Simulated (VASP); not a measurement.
Crystal: Cu.

```
CELL_PARAMETERS angstrom
0.00000 1.81487 1.81487
1.81487 0.00000 1.81487
1.81487 1.81487 0.00000
ATOMIC_POSITIONS crystal
Cu 0.00000 0.00000 0.00000
```

| Property | Result |
| --- | --- |
| Program | VASP 6.6.1 |
| Task | relaxation of cell and atoms |
| Functional | PBE |
| Dispersion | D3(BJ) |
| Potentials or basis | VASP PAW PBE potentials, release 64 (Cu) |
| Cutoff | 600 eV |
| k mesh | 20 × 20 × 20 |
| Occupations | gaussian, width 0.1 eV |
| Spin | no spin polarisation |

At the start: pressure -7.4 GPa; volume 11.96 Å³/atom.

Question: How do energy, volume and symmetry change on relaxing?

Answer: Over 3 steps the energy falls by 14.9 meV/atom and the volume is 11.35 Å³/atom (-5.1 %); space group Fm-3m (No. 225, to 0.05 Å).

The path:
| step | energy change (eV) | largest force (eV/Å) | pressure (GPa) | volume (Å³) |
| --- | --- | --- | --- | --- |
| 1 | 0.0000 | 0.0000 | -7.42 | 11.96 |
| 2 | -0.0098 | 0.0000 | 5.15 | 11.02 |
| 3 | -0.0149 | 0.0000 | 0.00 | 11.35 |

Final structure:
```xyz
1
Lattice="0.0000 1.7837 1.7837 1.7837 0.0000 1.7837 1.7837 1.7837 0.0000" Properties=species:S:1:pos:R:3 pbc="T T T"
Cu    0.0000    0.0000    0.0000
```

Caveat: pairwise dispersion overbinds metals, which lowers pressure and volume.
